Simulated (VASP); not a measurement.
The system is BiB.

```
B Bi
1.0
     4.16092    0.00000    0.00000
    -2.08046    3.60346    0.00000
     0.00000    0.00000    5.58925
B Bi
2 2
Direct
  0.33333 0.66667 0.25000
  0.66667 0.33333 0.75000
  0.66667 0.33333 0.25000
  0.33333 0.66667 0.75000
```

Base run:

- Program: VASP 6.6.1
- Functional: r2SCAN
- Potentials or basis: VASP PAW PBE potentials, release 64 (B, Bi_d)
- Cutoff: 520 eV
- k mesh: 6 × 6 × 4, shifted
- Occupations: fermi-dirac, width 0.02 eV
- Spin: no spin polarisation

Its results: band gap on the k mesh zero (bands 18 and 19 overlap by 1.60 eV); pressure 0.5 GPa.

The run is repeated on the same cell with these changes: k mesh from 6 × 6 × 4, shifted to 6 × 6 × 4, through Γ; further incar settings from ALGO = Normal; EDIFF = 1e-06; NBANDS = 26; ISYM = 0 to ALGO = Normal; EDIFF = 1e-06; NBANDS = 26. What comes out?

Band gap on the k mesh zero (bands 18 and 19 overlap by 2.17 eV); pressure 0.0 GPa.

Caveats: the PAW data sets were made with another functional, which shifts forces and pressure a little; spin-orbit coupling is left out, which moves the levels of the heavy elements; the stress differs along the axes, from -5 to 3 GPa (at least some runs).
